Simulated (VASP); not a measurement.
A run of VASP 6.6.1:

The input INCAR:

```
PREC = Accurate
ENCUT = 520
EDIFF = 1E-7
ISMEAR = -1
SIGMA = 0.01
LREAL = F
LASPH = T
NELM = 100
ALGO = Normal
ISIF = 2
LWAVE = F
LCHARG = F
GGA = PS
NBANDS = 28
```

KPOINTS

```
Automatic mesh
0
Gamma
  7 7 3
```

Contents of POSCAR:

```
PbS
1.0
    2.9405000000     -2.9000000000      0.0000000000
    2.9405000000      2.9000000000      0.0000000000
   -1.0800500000      0.0000000000     11.5921971000
Pb S
2 2
Direct
    0.7756000000      0.7756000000      0.6363800000
    0.2244000000      0.2244000000      0.3636200000
    0.2684000000      0.2684000000      0.5986000000
    0.7316000000      0.7316000000      0.4014000000
```

Potentials or basis: VASP PAW PBE potentials, release 64 (Pb_d, S).

Run with:

```console
$ cat potpaw_PBE.64/Pb_d/POTCAR potpaw_PBE.64/S/POTCAR > POTCAR
$ mpirun -np 1 vasp_std > vasp.out
```

Hardware: 1 thread of Intel Xeon 8259CL, with other jobs on the host.

Problem. How long does it take, and how much memory?

Solution. It took 5.5 min on 1 thread of Intel Xeon 8259CL (shared host), peak memory 0.41 GiB. Counts: scf iterations 17, k points 44.
